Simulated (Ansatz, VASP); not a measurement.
## CoSi2 in VASP and in Ansatz

Contents of INCAR:

```
PREC = Accurate
ENCUT = 520
EDIFF = 1E-6
ISMEAR = 0
SIGMA = 0.05
LREAL = False
LASPH = True
NELM = 150
ALGO = Normal
ISIF = 2
LWAVE = False
LCHARG = False
ISPIN = 2
MAGMOM = 0.05 0 0
LORBIT = 11
LMAXMIX = 4
GGA = PE
NBANDS = 20
```

Contents of KPOINTS:

```
Automatic mesh
0
Gamma
  12 12 12
```

Contents of POSCAR:

```
CoSi2
1.0
    0.0000000000      2.6815659163      2.6815659163
    2.6815659163      0.0000000000      2.6815659163
    2.6815659163      2.6815659163      0.0000000000
Co Si
1 2
Direct
    0.0000000000      0.0000000000      0.0000000000
    0.2500000000      0.2500000000      0.2500000000
    0.7500000000      0.7500000000      0.7500000000
```

Input for Ansatz:

```yaml
crystal:
  lattice:
    - [0.0, 2.6815659163, 2.6815659163]
    - [2.6815659163, 0.0, 2.6815659163]
    - [2.6815659163, 2.6815659163, 0.0]
  atoms:
    - { symbol: Co, position: [0.0, 0.0, 0.0], spin: 0.05 }
    - { symbol: Si, position: [0.25, 0.25, 0.25] }
    - { symbol: Si, position: [0.75, 0.75, 0.75] }
basis:
  ecutwfc: 420
  ecutrho_ratio: 4
kpoints:
  mp_grid: { grid: [12, 12, 12] }
hamiltonian:
  xc: pbe
scf:
  occupations: { method: gaussian, width: 0.05 }
output:
  forces: true
  stress: true
  eigenvalues: true
  populations: true
magnetization:
  spin_polarized: true
```

Alike in both runs: task single point; functional PBE; k mesh 12 × 12 × 12; occupations gaussian, width 0.05 eV; collinear spin.

|  | VASP | Ansatz |
| --- | --- | --- |
| version | VASP 6.6.1 | Ansatz 0.2.0 |
| potentials or method | VASP PAW PBE potentials, release 64 (Co, Si), cutoff 520 eV | scalar-relativistic, plane waves, PAW |
| valence electrons in the cell | 17 | 25 |

VASP gave:

```
gap on the k mesh at the Fermi level (eV) : none
pressure (GPa)                            : -0.6
net moment per atom (μB)                  : 0.00
```

Problem. Which values does Ansatz return?

Solution. gap on the k mesh at the Fermi level (eV): none; pressure (GPa): -0.3; net moment per atom (μB): 0.00.

A gap of «none» marks a metal or a gap that the smearing closes. VASP's potentials hold 17 valence electrons a cell and Ansatz's 25, so a difference there can come from the potentials and not from the codes. Ansatz's warnings: seeded moment not kept.
